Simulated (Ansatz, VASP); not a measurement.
## Two plane-wave programs on WS2

```
W S
1.0
     3.15421    0.00000    0.00000
    -1.57710    2.73162    0.00000
     0.00000    0.00000   12.13990
W S
2 4
Direct
  0.33333 0.66667 0.25000
  0.66667 0.33333 0.75000
  0.33333 0.66667 0.59558
  0.66667 0.33333 0.12029
  0.33333 0.66667 0.87971
  0.66667 0.33333 0.37971
```

Alike in both runs: task single point; functional PBE; dispersion D3(BJ); k mesh 12 × 12 × 4; occupations gaussian, width 0.05 eV; no spin polarisation.

```csv
,VASP,Ansatz
version,VASP 6.6.1,Ansatz 0.2.0
potentials or method,"VASP PAW PBE potentials, release 64 (W_sv, S), cutoff 520 eV","scalar-relativistic, plane waves, PAW"
valence electrons in the cell,52,52
```

Ansatz gave:

| Property | Result |
| --- | --- |
| gap on the k mesh at the Fermi level (eV) | 0.61 |
| least direct gap on the mesh (eV) | 1.74 |
| pressure (GPa) | -5.7 |
| traceless stress, the component that is largest in VASP (GPa) | -5.06 |
| rms of the force components (eV/Å) | 1.205 |

Task: Estimate VASP's values.

Result: gap on the k mesh at the Fermi level (eV): 0.63; least direct gap on the mesh (eV): 1.74; pressure (GPa): -5.7; traceless stress, the component that is largest in VASP (GPa): -5.05; rms of the force components (eV/Å): 1.206.

Atom by atom the forces differ by 0.001 eV/Å (rms over components).

Spin-orbit coupling is off throughout.
